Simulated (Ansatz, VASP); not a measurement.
**Two plane-wave programs on CsV3**

```xyz
4
Lattice="4.1204 0.0000 0.0000 0.0000 4.1204 0.0000 0.0000 0.0000 4.1204" Properties=species:S:1:pos:R:3 pbc="T T T"
Cs    0.0000    0.0000    0.0000
V     0.0000    2.0602    2.0602
V     2.0602    0.0000    2.0602
V     2.0602    2.0602    0.0000
```

Alike in both runs: functional PBE; k mesh 12 × 12 × 12; occupations gaussian, width 0.1 eV; no spin polarisation.

Ansatz relaxed the structure, and its values are those at the end. VASP's run is a single point on that final structure, the one shown.

|  | VASP | Ansatz |
| --- | --- | --- |
| version | VASP 6.6.1 | Ansatz 0.2.0 |
| potentials or method | VASP PAW PBE potentials, release 64 (Cs_sv, V_sv), cutoff 520 eV | scalar-relativistic, plane waves, PAW |
| valence electrons in the cell | 48 | 48 |

Ansatz gave:

| Quantity | Value |
| --- | --- |
| gap on the k mesh at the Fermi level (eV) | none |
| pressure (GPa) | 0.0 |

Problem. What did VASP give for the same quantities?

Solution. gap on the k mesh at the Fermi level (eV): none; pressure (GPa): 1.4.

A gap of «none» marks a metal or a gap that the smearing closes. The functional is the same, so the differences come from potentials, cutoffs and numerics.

Spin-orbit coupling is off throughout.
